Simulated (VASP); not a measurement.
# Rb3Pt (Pm-3m) in VASP: further runs

Rb3Pt is run at these levels: PBEsol; tasks: single point.

Program: VASP 6.6.1. These are calculated values, not measurements. Logs are shortened: lines on timing, memory, paths and dates and some standing lists are left out, and cuts for length are marked.

### 1 The cell of the first run

The structure is cubic, space group Pm-3m (No. 221). The conventional cell has a = 5.499 Å, b = 5.499 Å, c = 5.499 Å, α = 90.00°, β = 90.00°, γ = 90.00°. Within 5.1 Å of Rb (site symmetry 4/mmm) lie 8 Rb at 3.89 Å and 4 Pt at 3.89 Å. Pt (site symmetry m-3m) has 12 Rb at 3.89 Å within 5.1 Å.

### 2 Single point, PBEsol

Contents of INCAR:

```
PREC = Accurate
ENCUT = 520
EDIFF = 1E-7
ISMEAR = 1
SIGMA = 0.01
LREAL = False
LASPH = True
NELM = 80
ALGO = Normal
ISIF = 2
LWAVE = False
LCHARG = False
GGA = PS
NBANDS = 26
```

Contents of KPOINTS:

```
Automatic mesh
0
Gamma
  4 4 4
```

Contents of POSCAR:

```
Rb3Pt
1.0
    5.4987900000      0.0000000000      0.0000000000
    0.0000000000      5.4987900000      0.0000000000
    0.0000000000      0.0000000000      5.4987900000
Rb Pt
3 1
Direct
    0.0000000000      0.0000000000      0.5000000000
    0.0000000000      0.5000000000      0.0000000000
    0.5000000000      0.0000000000      0.0000000000
    0.5000000000      0.5000000000      0.5000000000
```

Potentials or basis: VASP PAW PBE potentials, release 64 (Rb_sv, Pt).

Run with:

```sh
cat potpaw_PBE.64/Rb_sv/POTCAR potpaw_PBE.64/Pt/POTCAR > POTCAR
mpirun -np 1 vasp_std > vasp.out
```

OUTCAR:

```text
PREC = Accurate
   ENCUT = 520
   EDIFF = 1E-7
   ISMEAR = 1
   LREAL = False
   LASPH = True
   NELM = 80
   ISIF = 2
   GGA = PS

 ion  position               nearest neighbor table
   1  0.000  0.000  0.500-   2 3.89   3 3.89   4 3.89   2 3.89   3 3.89   2 3.89   4 3.89   2 3.89
                             3 3.89   4 3.89   3 3.89   4 3.89
   2  0.000  0.500  0.000-   1 3.89   3 3.89   4 3.89   1 3.89   4 3.89   1 3.89   3 3.89   1 3.89
                             3 3.89   4 3.89   4 3.89   3 3.89
   3  0.500  0.000  0.000-   1 3.89   2 3.89   4 3.89   1 3.89   4 3.89   2 3.89   4 3.89   4 3.89
                             1 3.89   2 3.89   1 3.89   2 3.89
   4  0.500  0.500  0.500-   1 3.89   2 3.89   3 3.89   2 3.89   3 3.89   1 3.89   3 3.89   3 3.89
                             1 3.89   2 3.89   2 3.89   1 3.89

  LATTYP: Found a simple cubic cell.
 ALAT       =     5.4987900000

  Lattice vectors:

 A1 = (   5.4987900000,   0.0000000000,   0.0000000000)
 A2 = (   0.0000000000,   5.4987900000,   0.0000000000)
 A3 = (   0.0000000000,   0.0000000000,   5.4987900000)

Analysis of symmetry for initial positions (statically):
=====================================================================
 Subroutine PRICEL returns:
 Original cell was already a primitive cell.

 Routine SETGRP: Setting up the symmetry group for a
 simple cubic supercell.

 Subroutine GETGRP returns: Found 48 space group operations
 (whereof 48 operations were pure point group operations)
 out of a pool of 48 trial point group operations.

The static configuration has the point symmetry O_h .

Analysis of symmetry for dynamics (positions and initial velocities):
=====================================================================
 Subroutine PRICEL returns:
 Original cell was already a primitive cell.

 Routine SETGRP: Setting up the symmetry group for a
 simple cubic supercell.

 Subroutine GETGRP returns: Found 48 space group operations
 (whereof 48 operations were pure point group operations)
 out of a pool of 48 trial point group operations.

The dynamic configuration has the point symmetry O_h .

 Subroutine INISYM returns: Found 48 space group operations
 (whereof 48 operations are pure point group operations),
 and found     1 'primitive' translations

----------------------------------------------------------------------------------------

                                     Primitive cell

  volume of cell :     166.2652

  direct lattice vectors                    reciprocal lattice vectors
     5.498790000  0.000000000  0.000000000     0.181858191  0.000000000  0.000000000
     0.000000000  5.498790000  0.000000000     0.000000000  0.181858191  0.000000000
     0.000000000  0.000000000  5.498790000     0.000000000  0.000000000  0.181858191

  length of vectors
     5.498790000  5.498790000  5.498790000     0.181858191  0.181858191  0.181858191

  position of ions in fractional coordinates (direct lattice)
     0.000000000  0.000000000  0.500000000
     0.000000000  0.500000000  0.000000000
     0.500000000  0.000000000  0.000000000
     0.500000000  0.500000000  0.500000000

  ion indices of the primitive-cell ions
   primitive index   ion index
                 1           1
                 2           2
                 3           3
                 4           4

----------------------------------------------------------------------------------------

 KPOINTS: Automatic mesh

Automatic generation of k-mesh.
 Grid dimensions read from file:
 generate k-points for:    4    4    4

 Generating k-lattice:

  Cartesian coordinates                     Fractional coordinates (reciprocal lattice)
     0.045464548  0.000000000  0.000000000     0.250000000  0.000000000  0.000000000
     0.000000000  0.045464548  0.000000000     0.000000000  0.250000000  0.000000000
     0.000000000  0.000000000  0.045464548     0.000000000  0.000000000  0.250000000

  Length of vectors
     0.045464548  0.045464548  0.045464548

  Shift w.r.t. Gamma in fractional coordinates (k-lattice)
     0.000000000  0.000000000  0.000000000

 Subroutine IBZKPT returns following result:
 ===========================================

 Found     10 irreducible k-points:

 Following reciprocal coordinates:
            Coordinates               Weight
  0.000000  0.000000  0.000000      1.000000
  0.250000  0.000000  0.000000      6.000000
  0.500000  0.000000  0.000000      3.000000
  0.250000  0.250000  0.000000     12.000000
  0.500000  0.250000  0.000000     12.000000
  0.500000  0.500000  0.000000      3.000000
  0.250000  0.250000  0.250000      8.000000
  0.500000  0.250000  0.250000     12.000000
  0.500000  0.500000  0.250000      6.000000
  0.500000  0.500000  0.500000      1.000000
   k-points           NKPTS =     10   k-points in BZ     NKDIM =     10   number of bands    NBANDS=     26
   number of dos      NEDOS =    301   number of ions     NIONS =      4
   total plane-waves  NPLWV =  74088
   dimension x,y,z NGX =    42 NGY =   42 NGZ =   42
   dimension x,y,z NGXF=    84 NGYF=   84 NGZF=   84
   ions per type =               3   1
   NGX,Y,Z   is equivalent  to a cutoff of  12.70, 12.70, 12.70 a.u.
   NGXF,Y,Z  is equivalent  to a cutoff of  25.40, 25.40, 25.40 a.u.
 SYSTEM =  unknown system
   PREC   = accura    normal or accurate (medium, high low for compatibility)
   ISTART =      0    job   : 0-new  1-cont  2-samecut
   ICHARG =      2    charge: 1-file 2-atom 10-const
   ISPIN  =      1    spin polarized calculation?
   LNONCOLLINEAR =      F non collinear calculations
   LSORBIT =      F    spin-orbit coupling
   LASPH  =      T    aspherical Exc in radial PAW
   ENCUT  =  520.0 eV  38.22 Ry    6.18 a.u.  10.22 10.22 10.22*2*pi/ulx,y,z
   NELM   =     80;   NELMIN=  2; NELMDL= -5     # of ELM steps
   EDIFF  = 0.1E-06   stopping-criterion for ELM
   LREAL  =      F    real-space projection
   EDIFFG = 0.1E-05   stopping-criterion for IOM
   NSW    =      0    number of steps for IOM
   IBRION =     -1    ionic relax: 0-MD 1-quasi-New 2-CG
   NFREE  =      0    steps in history (QN), initial steepest desc. (CG)
   ISIF   =      2    stress and relaxation
   ISYM   =      2    0-nonsym 1-usesym 2-fastsym
   POTIM  = 0.5000    time-step for ionic-motion
   TEBEG  =    0.0;   TEEND  =   0.0 temperature during run
   PSTRESS=    0.0 pullay stress
   NELECT =      37.0000    total number of electrons
   NUPDOWN=      -1.0000    fix difference up-down
   EMIN   =  10.00;   EMAX   =-10.00  energy-range for DOS
   EFERMI =   0.00;   METHOD = LEGACY
   ISMEAR =     1;   SIGMA  =   0.01  broadening in eV -4-tet -1-fermi 0-gaus
   EFERMI_NEDOS =   21; number of points for ismear=-14 and -15
   IALGO  =     38    algorithm
   IMIX   =      4    mixing-type and parameters
     AMIX     =   0.40;   BMIX     =  1.00
     AMIX_MAG =   1.60;   BMIX_MAG =  1.00
  volume/ion in A,a.u.               =      41.57       280.50
  Fermi-wavevector in a.u.,A,eV,Ry     =   0.992068  1.874737 13.390849  0.984200
  Thomas-Fermi vector in A             =   2.123854
   LORBIT       =      0    0 simple, 1 ext, 2 COOP (PROOUT), +10 PAW based schemes
   GGA     = PS    functional components
   LHFCALC =     F    Hartree Fock is set to
   AEXX    =    0.0000 exact exchange contribution
   IVDW    =     0    specifies the selected vdW correction
   LEPSILON=     F    determine dielectric tensor
   LRPA    =     F    only Hartree local field effects (RPA)
 non-spin polarized calculation
 Methfessel and Paxton  Order N= 1 SIGMA  =   0.01
  energy-cutoff  :      520.00
  volume of cell :      166.27
 maximum number of plane-waves:      4500
 NGX is ok and might be reduce to    42
   NGX = 21   NGY = 21   NGZ = 21

 number of electron      37.0000003 magnetization

 Free energy of the ion-electron system (eV)
  ---------------------------------------------------
  ext. energy  EPLUGINS =         0.00000000
  ---------------------------------------------------
  free energy    TOTEN  =        -8.72273135 eV

  energy without entropy =       -8.72246089  energy(sigma->0) =       -8.72264120

 E-fermi :   1.6386     XC(G=0):  -7.8672

 val. band max:        1.6342260383   @ k =   0.2500   0.2500   0.0000
 cond. band min:       1.7483040749   @ k =   0.2500   0.2500   0.2500
 fundamental gap:      0.1140780366
 Fermi energy:         1.6385923069

 k-point     1 :       0.0000    0.0000    0.0000
  band No.  band energies     occupation
      1     -26.6729      2.00000
      2     -26.5595      2.00000
      3     -26.5595      2.00000
      4     -11.1176      2.00000
      5     -11.1176      2.00000
      6     -11.1176      2.00000
[... 18 lines left out ...]
     25       4.9425      0.00000
     26       4.9425      0.00000

 k-point     2 :       0.2500    0.0000    0.0000
  band No.  band energies     occupation
      1     -26.6585      2.00000
      2     -26.5739      2.00000
      3     -26.5593      2.00000
      4     -11.0705      2.00000
      5     -11.0705      2.00000
      6     -11.0448      2.00000
[... 18 lines left out ...]
     25       5.3512      0.00000
     26       5.3512      0.00000

 k-point     3 :       0.5000    0.0000    0.0000
  band No.  band energies     occupation
      1     -26.6351      2.00000
      2     -26.5973      2.00000
      3     -26.5591      2.00000
      4     -11.0100      2.00000
      5     -11.0100      2.00000
      6     -10.8906      2.00000
[... 166 lines left out ...]
 k-point     9 :       0.5000    0.5000    0.2500
  band No.  band energies     occupation
      1     -26.5967      2.00000
      2     -26.5965      2.00000
      3     -26.5965      2.00000
      4     -11.3582      2.00000
      5     -10.9753      2.00000
      6     -10.8850      2.00000
[... 18 lines left out ...]
     25       4.4955      0.00000
     26       6.2435      0.00000

 k-point    10 :       0.5000    0.5000    0.5000
  band No.  band energies     occupation
      1     -26.5963      2.00000
      2     -26.5963      2.00000
      3     -26.5963      2.00000
      4     -11.4645      2.00000
      5     -10.9698      2.00000
      6     -10.9698      2.00000
[... 18 lines left out ...]
     25       4.2081      0.00000
     26       6.4791      0.00000

------------------------ aborting loop because EDIFF is reached ----------------------------------------

  FORCE on cell =-STRESS in cart. coord.  units (eV):
  Direction    XX          YY          ZZ          XY          YZ          ZX
  --------------------------------------------------------------------------------------
  -------------------------------------------------------------------------------------
  Total       -1.1686848     -1.1686848     -1.1686848     -0.0000000      0.0000000     -0.0000000
  in kB      -11.2617682    -11.2617682    -11.2617682     -0.0000000      0.0000000     -0.0000000
  external PRESSURE =     -11.2617682 kB  Pullay stress =       0.0000000 kB

 VOLUME and BASIS-vectors are now :
 -----------------------------------------------------------------------------
  energy-cutoff  :      520.00
  volume of cell :      166.27
      direct lattice vectors                 reciprocal lattice vectors
     5.498790000  0.000000000  0.000000000     0.181858191  0.000000000  0.000000000
     0.000000000  5.498790000  0.000000000     0.000000000  0.181858191  0.000000000
     0.000000000  0.000000000  5.498790000     0.000000000  0.000000000  0.181858191

 POSITION                                       TOTAL-FORCE (eV/Angst)
 -----------------------------------------------------------------------------------
      0.00000      0.00000      2.74939         0.000000      0.000000      0.000000
      0.00000      2.74939      0.00000         0.000000      0.000000      0.000000
      2.74939      0.00000      0.00000         0.000000      0.000000      0.000000
      2.74939      2.74939      2.74939         0.000000      0.000000      0.000000
 -----------------------------------------------------------------------------------
    total drift:                                0.000000      0.000000     -0.000000

  FREE ENERGIE OF THE ION-ELECTRON SYSTEM (eV)
  ---------------------------------------------------
  free  energy   TOTEN  =        -8.7227313465 eV

  energy  without entropy=       -8.7224608940  energy(sigma->0) =       -8.72264120
```

Wall time 60 s (1 thread of Intel Xeon 8259CL, shared host); peak memory 0.27 GiB.

What came out:

```
Free energy            : -8.7227 eV
Pressure               : -1.1 GPa
Band gap on the k mesh : zero (an odd number of electrons rules out a gap without spin polarisation)
```

Caveat: the PAW data sets were made with another functional, which shifts forces and pressure a little; spin-orbit coupling is left out, which moves the levels of the heavy elements.

### 3 Single point, PBEsol

Contents of INCAR:

```
SYSTEM = Rb3Pt
ALGO = Normal ; EDIFF = 1E-6
ENCUT = 520 ; GGA = PS
ISIF = 2 ; ISMEAR = 1
LASPH = .True. ; LCHARG = .True.
LELF = .True. ; LREAL = .False.
LVHAR = .True. ; LWAVE = .False.
NBANDS = 26 ; NELM = 100
PREC = Accurate ; SIGMA = 0.01
```

Contents of KPOINTS:

```
k-points
0
Gamma
  4 4 4
  0 0 0
```

POSCAR is that of step 2.

Potentials or basis: VASP PAW PBE potentials, release 64 (Rb_sv, Pt).

Run with:

```sh
cat potpaw_PBE.64/Rb_sv/POTCAR potpaw_PBE.64/Pt/POTCAR > POTCAR
mpirun -np 1 vasp_std > vasp.out
```

Wall time 78 s (1 thread of Intel Xeon 8259CL, shared host); peak memory 0.27 GiB.

Results (log left out):

| Property | Result |
| --- | --- |
| Free energy | -8.7227 eV |
| Pressure | -1.1 GPa |
| Band gap on the k mesh | zero (an odd number of electrons rules out a gap without spin polarisation) |

Levels at points of the mesh, in eV from the Fermi level:
```
           k point  band 14  band 15  band 16  band 17  band 18  band 19  band 20  band 21  band 22  band 23
(0.00, 0.00, 0.00)    -1.21    -1.21    -1.03    -1.03    -1.03    -0.37     2.83     2.83     3.02     3.02
(0.50, 0.00, 0.00)    -1.05    -0.99    -0.91    -0.91    -0.83    -0.66     1.17     2.29     2.29     3.09
(0.50, 0.50, 0.00)    -1.09    -0.94    -0.91    -0.91    -0.79     0.57     0.57     1.21     2.10     3.19
(0.50, 0.50, 0.50)    -1.17    -1.17    -1.17    -0.82    -0.82     1.75     1.75     1.75     2.10     2.10
```

Caveat: the PAW data sets were made with another functional, which shifts forces and pressure a little; spin-orbit coupling is left out, which moves the levels of the heavy elements.
